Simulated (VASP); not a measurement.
Input of a VASP 6.6.1 run:

File INCAR:

```
PREC     = Accurate       # precision mode
ENCUT    = 600            # plane-wave cutoff, eV
EDIFF    = 1E-6           # SCF threshold, eV
ISMEAR   = -1             # smearing method
SIGMA    = 0.05           # smearing width, eV
LREAL    = False          # projectors in reciprocal space
LASPH    = True           # aspherical terms in the spheres
NELM     = 200            # most SCF steps
ALGO     = Normal         # electronic algorithm
ISIF     = 2              # what is computed and relaxed
LWAVE    = False          # write WAVECAR
LCHARG   = False          # write CHGCAR
ISPIN    = 2              # spin polarisation
MAGMOM   = 1.988          # initial moments
LORBIT   = 11             # projections on sites
LMAXMIX  = 4              # l up to which the mixer works
NBANDS   = 18             # bands
GGA_COMPAT= False
```

File KPOINTS:

```
regular mesh
0
Gamma
  4 4 4
```

The input POSCAR:

```
Fe
1.0
   -1.3745984210      1.3745984210      1.3745984210
    1.3745984210     -1.3745984210      1.3745984210
    1.3745984210      1.3745984210     -1.3745984210
Fe
1
Direct
    0.0000000000      0.0000000000      0.0000000000
```

Potentials or basis: VASP PAW LDA potentials, release 64 (Fe_sv).

Launch:

```console
$ cat potpaw_LDA.64/Fe_sv/POTCAR > POTCAR
$ mpirun -np 1 vasp_std > vasp.out
```

**Question.** Estimate the pressure.

**Answer.** -8.1 GPa.

**Question.** Predict the site moments.

**Answer.** Fe +1.77 μB.

**Question.** Predict the net moment.

**Answer.** 1.85 μB per cell.

Caveat: the k points lie up to 0.81 Å⁻¹ apart.
